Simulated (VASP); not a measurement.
# Te (P6_3/mmc) in VASP: notebook

The runs below take Te through relaxation of shape and atoms at fixed volume, with PBEsol.

Everything below comes from runs of VASP 6.6.1. Logs are shortened: lines on timing, memory, paths and dates and some standing lists are left out, and cuts for length are marked.

### Step 1. The cell of the first run

Symmetry: P6_3/mmc, No. 194, hexagonal system. Conventional cell: a = 3.716 Å, b = 3.716 Å, c = 4.142 Å, α = 90.00°, β = 90.00°, γ = 120.00°. Te (site symmetry -6m2) has 12 Te at 2.98 to 3.72 Å within 3.9 Å.

### Step 2. Relaxation of shape and atoms at fixed volume, PBEsol

Input file INCAR:

```
SYSTEM = Te
PREC = Accurate ; ENCUT = 600
EDIFF = 1E-6 ; ISMEAR = -1
SIGMA = 0.08 ; LREAL = .FALSE.
LASPH = .TRUE. ; NELM = 100
ALGO = Normal ; ISIF = 4
LWAVE = .FALSE. ; LCHARG = .FALSE.
GGA = PS ; IBRION = 2
NSW = 50 ; EDIFFG = -0.005
```

Input file KPOINTS:

```
regular mesh
0
G
  14 14 8
  0 0 0
```

Input file POSCAR:

```
Te
1.0
    3.7164824662      0.0000000000      0.0000000000
   -1.8582412331      3.2185682284      0.0000000000
    0.0000000000      0.0000000000      4.1419860472
Te
2
Direct
    0.3333333333      0.6666666667      0.2500000000
    0.6666666667      0.3333333333      0.7500000000
```

Potentials or basis: VASP PAW PBE potentials, release 64 (Te).

On the command line:

```console
cat potpaw_PBE.64/Te/POTCAR > POTCAR
mpirun -np 1 vasp_std > vasp.out
```

OUTCAR:

```text
SYSTEM = Te
   PREC = Accurate
   ENCUT = 600
   EDIFF = 1E-6
   ISMEAR = -1
   LREAL = .FALSE.
   LASPH = .TRUE.
   NELM = 100
   ISIF = 4
   GGA = PS
   IBRION = 2
   NSW = 50
   EDIFFG = -0.005

 ion  position               nearest neighbor table
   1  0.333  0.667  0.250-   2 2.98   2 2.98   2 2.98   2 2.98   2 2.98   2 2.98
   2  0.667  0.333  0.750-   1 2.98   1 2.98   1 2.98   1 2.98   1 2.98   1 2.98

  LATTYP: Found a hexagonal cell.
 ALAT       =     3.7164824662
 C/A-ratio  =     1.1144909427

  Lattice vectors:

 A1 = (   3.7164824662,   0.0000000000,   0.0000000000)
 A2 = (  -1.8582412331,   3.2185682284,   0.0000000000)
 A3 = (   0.0000000000,   0.0000000000,   4.1419860472)

Analysis of symmetry for initial positions (statically):
=====================================================================
 Subroutine PRICEL returns:
 Original cell was already a primitive cell.

 Routine SETGRP: Setting up the symmetry group for a
 hexagonal supercell.

 Subroutine GETGRP returns: Found 24 space group operations
 (whereof 12 operations were pure point group operations)
 out of a pool of 24 trial point group operations.

The static configuration has the point symmetry D_3d.
 The point group associated with its full space group is D_6h.

Analysis of symmetry for dynamics (positions and initial velocities):
=====================================================================
 Subroutine PRICEL returns:
 Original cell was already a primitive cell.

 Routine SETGRP: Setting up the symmetry group for a
 hexagonal supercell.

 Subroutine GETGRP returns: Found 24 space group operations
 (whereof 12 operations were pure point group operations)
 out of a pool of 24 trial point group operations.

The dynamic configuration has the point symmetry D_3d.
 The point group associated with its full space group is D_6h.

 Subroutine INISYM returns: Found 24 space group operations
 (whereof 12 operations are pure point group operations),
 and found     1 'primitive' translations

----------------------------------------------------------------------------------------

                                     Primitive cell

  volume of cell :      49.5454

  direct lattice vectors                    reciprocal lattice vectors
     3.716482466  0.000000000  0.000000000     0.269071631  0.155348579  0.000000000
    -1.858241233  3.218568228  0.000000000     0.000000000  0.310697158  0.000000000
     0.000000000  0.000000000  4.141986047     0.000000000  0.000000000  0.241430075

  length of vectors
     3.716482466  3.716482466  4.141986047     0.310697158  0.310697158  0.241430075

  position of ions in fractional coordinates (direct lattice)
     0.333333333  0.666666667  0.250000000
     0.666666667  0.333333333  0.750000000

  ion indices of the primitive-cell ions
   primitive index   ion index
                 1           1
                 2           2

----------------------------------------------------------------------------------------

 KPOINTS: regular mesh

Automatic generation of k-mesh.
 Grid dimensions read from file:
 generate k-points for:   14   14    8

 Generating k-lattice:

  Cartesian coordinates                     Fractional coordinates (reciprocal lattice)
     0.019219402  0.011096327  0.000000000     0.071428571 -0.000000000  0.000000000
     0.000000000  0.022192654  0.000000000     0.000000000  0.071428571  0.000000000
     0.000000000  0.000000000  0.030178759     0.000000000  0.000000000  0.125000000

  Length of vectors
     0.022192654  0.022192654  0.030178759

  Shift w.r.t. Gamma in fractional coordinates (k-lattice)
     0.000000000  0.000000000  0.000000000

 Subroutine IBZKPT returns following result:
 ===========================================

 Found    120 irreducible k-points:

 Following reciprocal coordinates:
            Coordinates               Weight
  0.000000  0.000000  0.000000      1.000000
  0.071429  0.000000  0.000000      6.000000
  0.142857  0.000000  0.000000      6.000000
  0.214286  0.000000  0.000000      6.000000
  0.285714  0.000000  0.000000      6.000000
  0.357143  0.000000  0.000000      6.000000
[... 16 lines left out ...]
  0.285714  0.285714  0.000000      6.000000
  0.357143  0.285714  0.000000      6.000000
 [... further k-points ...]
   k-points           NKPTS =    120   k-points in BZ     NKDIM =    120   number of bands    NBANDS=     10
   number of dos      NEDOS =    301   number of ions     NIONS =      2
   total plane-waves  NPLWV =  32400
   dimension x,y,z NGX =    30 NGY =   30 NGZ =   36
   dimension x,y,z NGXF=    60 NGYF=   60 NGZF=   72
   ions per type =               2
   NGX,Y,Z   is equivalent  to a cutoff of  13.42, 13.42, 14.45 a.u.
   NGXF,Y,Z  is equivalent  to a cutoff of  26.84, 26.84, 28.90 a.u.
 SYSTEM =  Te
   PREC   = accura    normal or accurate (medium, high low for compatibility)
   ISTART =      0    job   : 0-new  1-cont  2-samecut
   ICHARG =      2    charge: 1-file 2-atom 10-const
   ISPIN  =      1    spin polarized calculation?
   LNONCOLLINEAR =      F non collinear calculations
   LSORBIT =      F    spin-orbit coupling
   LASPH  =      T    aspherical Exc in radial PAW
   ENCUT  =  600.0 eV  44.10 Ry    6.64 a.u.   7.42  7.42  8.27*2*pi/ulx,y,z
   NELM   =    100;   NELMIN=  2; NELMDL= -5     # of ELM steps
   EDIFF  = 0.1E-05   stopping-criterion for ELM
   LREAL  =      F    real-space projection
   EDIFFG = -.5E-02   stopping-criterion for IOM
   NSW    =     50    number of steps for IOM
   IBRION =      2    ionic relax: 0-MD 1-quasi-New 2-CG
   NFREE  =      1    steps in history (QN), initial steepest desc. (CG)
   ISIF   =      4    stress and relaxation
   ISYM   =      2    0-nonsym 1-usesym 2-fastsym
   POTIM  = 0.5000    time-step for ionic-motion
   TEBEG  =    0.0;   TEEND  =   0.0 temperature during run
   PSTRESS=    0.0 pullay stress
   NELECT =      12.0000    total number of electrons
   NUPDOWN=      -1.0000    fix difference up-down
   EMIN   =  10.00;   EMAX   =-10.00  energy-range for DOS
   EFERMI =   0.00;   METHOD = LEGACY
   ISMEAR =    -1;   SIGMA  =   0.08  broadening in eV -4-tet -1-fermi 0-gaus
   EFERMI_NEDOS =   21; number of points for ismear=-14 and -15
   IALGO  =     38    algorithm
   IMIX   =      4    mixing-type and parameters
     AMIX     =   0.40;   BMIX     =  1.00
     AMIX_MAG =   1.60;   BMIX_MAG =  1.00
  volume/ion in A,a.u.               =      24.77       167.17
  Fermi-wavevector in a.u.,A,eV,Ry     =   1.020471  1.928411 14.168584  1.041362
  Thomas-Fermi vector in A             =   2.154043
   LORBIT       =      0    0 simple, 1 ext, 2 COOP (PROOUT), +10 PAW based schemes
   GGA     = PS    functional components
   LHFCALC =     F    Hartree Fock is set to
   AEXX    =    0.0000 exact exchange contribution
   IVDW    =     0    specifies the selected vdW correction
   LEPSILON=     F    determine dielectric tensor
   LRPA    =     F    only Hartree local field effects (RPA)
 conjugate gradient relaxation of ions
 non-spin polarized calculation
  energy-cutoff  :      600.00
  volume of cell :       49.55
 maximum number of plane-waves:      1684
 NGX is ok and might be reduce to    30
   NGX = 15   NGY = 15   NGZ = 17

--------------------------------------- Ionic step        1  -------------------------------------------

 number of electron      11.9999999 magnetization

 Free energy of the ion-electron system (eV)
  ---------------------------------------------------
  ext. energy  EPLUGINS =         0.00000000
  ---------------------------------------------------
  free energy    TOTEN  =        -6.41496199 eV

  energy without entropy =       -6.39452766  energy(sigma->0) =       -6.40474482

------------------------ aborting loop because EDIFF is reached ----------------------------------------

  FORCE on cell =-STRESS in cart. coord.  units (eV):
  Direction    XX          YY          ZZ          XY          YZ          ZX
  --------------------------------------------------------------------------------------
  -------------------------------------------------------------------------------------
  Total        3.7983423      3.7983423      6.6849625     -0.0000000     -0.0000000      0.0000000
  in kB      122.8290912    122.8290912    216.1753254     -0.0000000     -0.0000000      0.0000000
  external PRESSURE =     153.9445026 kB  Pullay stress =       0.0000000 kB
[... 21 lines left out ...]
  energy  without entropy=       -6.3945276618  energy(sigma->0) =       -6.40474482

--------------------------------------- Ionic step        2  -------------------------------------------

 number of electron      12.0000001 magnetization

 E-fermi :  10.0050     XC(G=0): -10.7433

 val. band max:        9.9977750872   @ k =   0.0714   0.0714   0.3750
 cond. band min:      10.0072997259   @ k =   0.3571   0.1429   0.2500
 fundamental gap:      0.0095246387
 Fermi energy:        10.0050276946

 k-point     1 :       0.0000    0.0000    0.0000
  band No.  band energies     occupation
      1      -5.5715      2.00000
      2       1.1990      2.00000
      3       3.5752      2.00000
      4       8.6050      2.00000
      5       8.6050      2.00000
      6      11.5936      0.00000
      7      11.5936      0.00000
      8      13.1065      0.00000
      9      14.8301      0.00000
     10      16.3390      0.00000
[... 404 lines left out ...]
  energy  without entropy=       -6.4974088523  energy(sigma->0) =       -6.51255656

--------------------------------------- Ionic step        5  -------------------------------------------

 number of electron      11.9999999 magnetization

 Free energy of the ion-electron system (eV)
  ---------------------------------------------------
  ext. energy  EPLUGINS =         0.00000000
  ---------------------------------------------------
  free energy    TOTEN  =        -6.52791738 eV

  energy without entropy =       -6.49778290  energy(sigma->0) =       -6.51285014

 E-fermi :   9.8374     XC(G=0): -10.7669

 val. band max:        9.8358070908   @ k =   0.4286   0.0000   0.3750
 cond. band min:       9.8641925828   @ k =   0.1429   0.1429   0.1250
 fundamental gap:      0.0283854920
 Fermi energy:         9.8374210180

 k-point     1 :       0.0000    0.0000    0.0000
  band No.  band energies     occupation
      1      -5.5042      2.00000
      2       0.6106      2.00000
      3       3.2451      2.00000
      4       9.2237      1.99907
      5       9.2237      1.99907
      6      11.9280      0.00000
      7      11.9280      0.00000
      8      13.7440      0.00000
      9      14.9143      0.00000
     10      16.7836      0.00000
[... 328 lines left out ...]
  FREE ENERGIE OF THE ION-ELECTRON SYSTEM (eV)
  ---------------------------------------------------
  free  energy   TOTEN  =        -6.5279173790 eV

  energy  without entropy=       -6.4977828964  energy(sigma->0) =       -6.51285014

 reached required accuracy - stopping structural energy minimisation
```

Wall time 68 s (1 thread of AMD EPYC 9R45 (Zen 5), shared host); peak memory 0.19 GiB.

What came out:

```yaml
Free_energy: -6.5279 eV
Energy_gained_by_relaxing: 56.5 meV/atom
Ionic_steps: 5
Pressure_after_relaxing: 10.3 GPa
Band_gap_on_the_k_mesh: zero (band 6 reaches 11.93 eV, above the bottom of band 7 at 7.80 eV)
```

The path:
| step | energy change (eV) | largest force (eV/Å) | pressure (GPa) | volume (Å³) |
| --- | --- | --- | --- | --- |
| 1 | 0.0000 | 0.0000 | 15.39 | 49.55 |
| 2 | -0.0927 | 0.0000 | 12.58 | 49.55 |
| 3 | -0.1118 | 0.0000 | 10.88 | 49.55 |
| 4 | -0.1127 | 0.0000 | 10.54 | 49.55 |
| 5 | -0.1130 | 0.0000 | 10.28 | 49.55 |

Final structure:
```xyz
2
Lattice="3.5540 0.0000 0.0000 -1.7770 3.0779 0.0000 0.0000 0.0000 4.5294" Properties=species:S:1:pos:R:3 pbc="T T T"
Te    0.0000    2.0519    1.1323
Te    1.7770    1.0260    3.3970
```

Caveat: the PAW data sets were made with another functional, which shifts forces and pressure a little; spin-orbit coupling is left out, which moves the levels of the heavy elements.

### Step 3. Relaxation of shape and atoms at fixed volume, PBEsol

This run uses another cell than the first one, of 27.13 Å³/atom, 1.095 times its volume.

Input file INCAR:

```
PREC = Accurate
ENCUT = 600
EDIFF = 1E-7
ISMEAR = -1
SIGMA = 0.08
LREAL = False
LASPH = True
NELM = 60
ALGO = Normal
ISIF = 4
LWAVE = False
LCHARG = False
GGA = PS
IBRION = 2
NSW = 50
EDIFFG = -0.005
```

Input file KPOINTS:

```
Automatic mesh
0
Gamma
  14 14 8
```

Input file POSCAR:

```
Te
1.0
    3.8309069373      0.0000000000      0.0000000000
   -1.9154534687      3.3176627272      0.0000000000
    0.0000000000      0.0000000000      4.2695110839
Te
2
Direct
    0.3333333333      0.6666666667      0.2500000000
    0.6666666667      0.3333333333      0.7500000000
```

Potentials or basis: VASP PAW PBE potentials, release 64 (Te).

On the command line:

```console
cat potpaw_PBE.64/Te/POTCAR > POTCAR
mpirun -np 1 vasp_std > vasp.out
```

OUTCAR:

```text
PREC = Accurate
   ENCUT = 600
   EDIFF = 1E-7
   ISMEAR = -1
   LREAL = False
   LASPH = True
   NELM = 60
   ISIF = 4
   GGA = PS
   IBRION = 2
   NSW = 50
   EDIFFG = -0.005

 ion  position               nearest neighbor table
   1  0.333  0.667  0.250-   2 3.07   2 3.07   2 3.07   2 3.07   2 3.07   2 3.07
   2  0.667  0.333  0.750-   1 3.07   1 3.07   1 3.07   1 3.07   1 3.07   1 3.07

  LATTYP: Found a hexagonal cell.
 ALAT       =     3.8309069373
 C/A-ratio  =     1.1144909427

  Lattice vectors:

 A1 = (   3.8309069373,   0.0000000000,   0.0000000000)
 A2 = (  -1.9154534687,   3.3176627272,   0.0000000000)
 A3 = (   0.0000000000,   0.0000000000,   4.2695110839)

Analysis of symmetry for initial positions (statically):
=====================================================================
 Subroutine PRICEL returns:
 Original cell was already a primitive cell.

 Routine SETGRP: Setting up the symmetry group for a
 hexagonal supercell.

 Subroutine GETGRP returns: Found 24 space group operations
 (whereof 12 operations were pure point group operations)
 out of a pool of 24 trial point group operations.

The static configuration has the point symmetry D_3d.
 The point group associated with its full space group is D_6h.
[... 171 lines left out ...]
  Total        1.6285773      1.6285773      2.8612715     -0.0000000     -0.0000000      0.0000000
  in kB       48.0847089     48.0847089     84.4807312     -0.0000000     -0.0000000      0.0000000
  external PRESSURE =      60.2167163 kB  Pullay stress =       0.0000000 kB
[... 59 lines left out ...]
--------------------------------------- Ionic step        3  -------------------------------------------

 number of electron      12.0000000 magnetization

 Free energy of the ion-electron system (eV)
  ---------------------------------------------------
  ext. energy  EPLUGINS =         0.00000000
  ---------------------------------------------------
  free energy    TOTEN  =        -6.74182835 eV

  energy without entropy =       -6.71527562  energy(sigma->0) =       -6.72855198

 E-fermi :   8.5961     XC(G=0): -10.3296

 val. band max:        8.5924354139   @ k =   0.2143   0.1429   0.0000
 cond. band min:       8.6239770878   @ k =   0.0000   0.0000   0.5000
 fundamental gap:      0.0315416739
 Fermi energy:         8.5960729604

 k-point     1 :       0.0000    0.0000    0.0000
  band No.  band energies     occupation
      1      -6.1295      2.00000
      2      -0.1999      2.00000
      3       2.8738      2.00000
      4       7.1907      2.00000
      5       7.1907      2.00000
      6       9.9859      0.00000
      7       9.9859      0.00000
      8      11.7807      0.00000
      9      12.8244      0.00000
     10      14.8811      0.00000
[... 287 lines left out ...]
 k-point    24 :       0.3571    0.2857    0.0000
  band No.  band energies     occupation
      1      -3.1851      2.00000
      2      -2.6951      2.00000
      3       2.7343      2.00000
      4       6.1469      2.00000
      5       6.4367      2.00000
      6       6.7708      2.00000
      7       6.9420      2.00000
      8       8.9884      0.01472
      9      12.9527      0.00000
     10      15.0364      0.00000

 [... further k-points ...]
[... 5 lines left out ...]
  --------------------------------------------------------------------------------------
  -------------------------------------------------------------------------------------
  Total        1.4658693      1.4658693      1.4545026     -0.0000000      0.0000000      0.0000000
  in kB       43.2806589     43.2806589     42.9450476     -0.0000000      0.0000000      0.0000000
  external PRESSURE =      43.1687885 kB  Pullay stress =       0.0000000 kB
[... 17 lines left out ...]
  FREE ENERGIE OF THE ION-ELECTRON SYSTEM (eV)
  ---------------------------------------------------
  free  energy   TOTEN  =        -6.7418283453 eV

  energy  without entropy=       -6.7152756227  energy(sigma->0) =       -6.72855198

 reached required accuracy - stopping structural energy minimisation
```

OSZICAR:

```text
N       E                     dE             d eps       ncg     rms          rms(c)
DAV:   1     0.512819477567E+02    0.51282E+02   -0.52570E+03  2400   0.111E+03
DAV:   2    -0.407467157536E+01   -0.55357E+02   -0.53808E+02  3410   0.142E+02
[... 21 lines left out ...]
DAV:   1    -0.674714652842E+01   -0.96524E-02   -0.45011E-01  2602   0.409E+00    0.827E-01
DAV:   2    -0.674366401593E+01    0.34825E-02   -0.11169E-02  2490   0.742E-01    0.240E-01
DAV:   3    -0.674195762280E+01    0.17064E-02   -0.24096E-03  2608   0.272E-01    0.696E-02
DAV:   4    -0.674182659405E+01    0.13103E-03   -0.44508E-04  2604   0.120E-01    0.516E-02
DAV:   5    -0.674182869874E+01   -0.21047E-05   -0.13561E-05  2504   0.264E-02    0.676E-03
DAV:   6    -0.674182839728E+01    0.30146E-06   -0.72650E-07  2570   0.549E-03    0.634E-03
DAV:   7    -0.674182834533E+01    0.51948E-07   -0.43309E-08  1312   0.173E-03
   3 F= -.67418283E+01 E0= -.67285520E+01  d E =-.218396E-01
```

Run time: 64 s. Hardware: 1 thread of AMD EPYC 9R45 (Zen 5), shared host; peak memory 0.21 GiB.

What came out:

| Quantity | Value |
| --- | --- |
| Free energy | -6.7418 eV |
| Energy gained by relaxing | 10.9 meV/atom |
| Ionic steps | 3 |
| Pressure after relaxing | 4.3 GPa |
| Band gap on the k mesh | zero (band 6 reaches 9.99 eV, above the bottom of band 7 at 6.94 eV) |

The path:
| step | energy change (eV) | largest force (eV/Å) | pressure (GPa) | volume (Å³) |
| --- | --- | --- | --- | --- |
| 1 | 0.0000 | 0.0000 | 6.02 | 54.26 |
| 2 | -0.0175 | 0.0000 | 5.08 | 54.26 |
| 3 | -0.0218 | 0.0000 | 4.32 | 54.26 |

Final structure:
```yaml
crystal:
  lattice:
    - [3.76205, 0.00000, 0.00000]
    - [-1.88102, 3.25803, 0.00000]
    - [0.00000, 0.00000, 4.42724]
  atoms:
    - { symbol: Te, position: [0.33333, 0.66667, 0.25000] }
    - { symbol: Te, position: [0.66667, 0.33333, 0.75000] }
```

Levels at points of the mesh, in eV from the Fermi level:
```tsv
k point	band 2	band 3	band 4	band 5	band 6	band 7	band 8	band 9	band 10
(0.00, 0.00, 0.00)	-8.80	-5.72	-1.41	-1.41	1.39	1.39	3.18	4.23	6.29
(0.50, 0.00, 0.00)	-10.81	-4.30	-3.33	-3.33	-1.64	-1.06	2.37	2.53	7.07
(0.00, 0.00, 0.50)	-12.88	-0.14	-0.14	0.03	0.03	0.03	0.03	6.76	6.76
(0.50, 0.00, 0.50)	-11.28	-6.37	-6.37	-1.37	-1.37	1.03	1.03	6.83	6.83
```

Caveat: the PAW data sets were made with another functional, which shifts forces and pressure a little; spin-orbit coupling is left out, which moves the levels of the heavy elements.
